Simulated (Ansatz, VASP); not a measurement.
**One calculation of SnSe, two programs**

```
Sn Se
1.0
     3.94566    0.00000    0.00000
     0.00000    3.94566    0.00000
     0.00000    0.00000    5.87410
Sn Se
2 2
Direct
  0.50000 0.00000 0.25002
  0.00000 0.50000 0.74998
  0.50000 0.00000 0.74998
  0.00000 0.50000 0.25002
```

Alike in both runs: task single point; functional PBEsol; dispersion D3(BJ); k mesh 8 × 8 × 6; occupations gaussian, width 0.03 eV; no spin polarisation.

|  | VASP | Ansatz |
| --- | --- | --- |
| version | VASP 6.6.1 | Ansatz 0.2.0 |
| potentials or method | VASP PAW PBE potentials, release 64 (Sn_d, Se), cutoff 520 eV | scalar-relativistic, plane waves, PAW |
| valence electrons in the cell | 40 | 60 |

Ansatz gave:

| Quantity | Value |
| --- | --- |
| gap on the k mesh at the Fermi level (eV) | none |
| pressure (GPa) | 8.1 |
| traceless stress, the component that is largest in VASP (GPa) | -6.98 |

Which values does VASP return?

gap on the k mesh at the Fermi level (eV): none; pressure (GPa): 8.2; traceless stress, the component that is largest in VASP (GPa): -7.01.

VASP's potentials were made for PBE, not for PBEsol. A gap of «none» marks a metal or a gap that the smearing closes. VASP's potentials hold 40 valence electrons a cell and Ansatz's 60, so a difference there can come from the potentials and not from the codes.
